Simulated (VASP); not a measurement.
A run of VASP 6.6.1:

Contents of INCAR:

```
ALGO     = Normal         # electronic algorithm
EDIFF    = 1E-6           # SCF threshold, eV
ENCUT    = 520            # plane-wave cutoff, eV
ISIF     = 2              # what is computed and relaxed
ISMEAR   = 0              # smearing method
LASPH    = T              # aspherical terms in the spheres
LCHARG   = F              # write CHGCAR
LREAL    = F              # projectors in reciprocal space
LWAVE    = F              # write WAVECAR
NBANDS   = 16             # bands
NELM     = 60             # most SCF steps
PREC     = Accurate       # precision mode
SIGMA    = 0.15           # smearing width, eV
```

The input KPOINTS:

```
k-points
0
Gamma
  16 16 8
```

File POSCAR:

```
InSb
1.0
    3.0082848040      0.0000000000      0.0000000000
    0.0000000000      3.0082848040      0.0000000000
    0.0000000000      0.0000000000      6.0325054265
In Sb
1 1
Direct
    0.0000000000      0.0000000000      0.0000000000
    0.0000000000      0.0000000000      0.5000000000
```

Potentials or basis: VASP PAW LDA potentials, release 64 (In_d, Sb).

Launch:

```sh
$ cat potpaw_LDA.64/In_d/POTCAR potpaw_LDA.64/Sb/POTCAR > POTCAR
$ mpirun -np 1 vasp_std > vasp.out
```

Hardware: 1 thread of AMD EPYC 9R45 96-Core Processor (Zen 5), on a shared host.

Question: Estimate the wall time of this run.

Answer: Wall time 71 s on 1 thread of AMD EPYC 9R45 96-Core Processor (Zen 5), on a shared host, peak memory 0.28 GiB. Counts: scf iterations 11, k points 225.
